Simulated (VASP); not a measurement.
Wanted: the native input for a VASP 6.6.1 run.

```yaml
Task: single point
Functional: PBEsol
Potentials_or_basis: VASP PAW PBE potentials, release 64 (Br)
Cutoff: 520 eV
k_mesh: 6 × 6 × 6
Occupations: gaussian, width 0.1 eV
Spin: no spin polarisation
Dipole_correction: no
Further_INCAR_settings: ALGO = Normal; EDIFF = 1e-06; NBANDS = 18
```

The structure of Br lies in POSCAR:

```
Br
1.0
    6.9807757473      0.0000000000      0.0000000000
   -3.4903878737      6.0455291353      0.0000000000
    0.0000000000      0.0000000000      2.4817113846
Br
3
Direct
    0.0000000000      0.0000000000      0.0000000000
    0.3333333333      0.6666666667      0.5000000000
    0.6666666667      0.3333333333      0.5000000000
```

The input as run:

INCAR

```
SYSTEM = Br
  ALGO = Normal
  EDIFF = 1E-6
  ENCUT = 520
  GGA = PS
  ISIF = 2
  ISMEAR = 0
  LASPH = .True.
  LCHARG = .True.
  LELF = .True.
  LREAL = .False.
  LVHAR = .True.
  LWAVE = .False.
  NBANDS = 18
  NELM = 80
  PREC = Accurate
  SIGMA = 0.1
```

KPOINTS

```
k-points
0
Gamma
  6 6 6
  0 0 0
```

Potentials or basis: VASP PAW PBE potentials, release 64 (Br).

Command:

```bash
$ cat potpaw_PBE.64/Br/POTCAR > POTCAR
$ mpirun -np 1 vasp_std > vasp.out
```

Results of the run:

* Pressure: 0.1 GPa

Caveat: the k points lie up to 0.42 Å⁻¹ apart; the PAW data sets were made with another functional, which shifts forces and pressure a little; an odd number of electrons without spin polarisation forces a metal; a magnetic or distorted state may lie lower.

Wall time 44 s on 1 thread of Intel Xeon 6975P-C, on a shared host, peak memory 0.22 GiB.
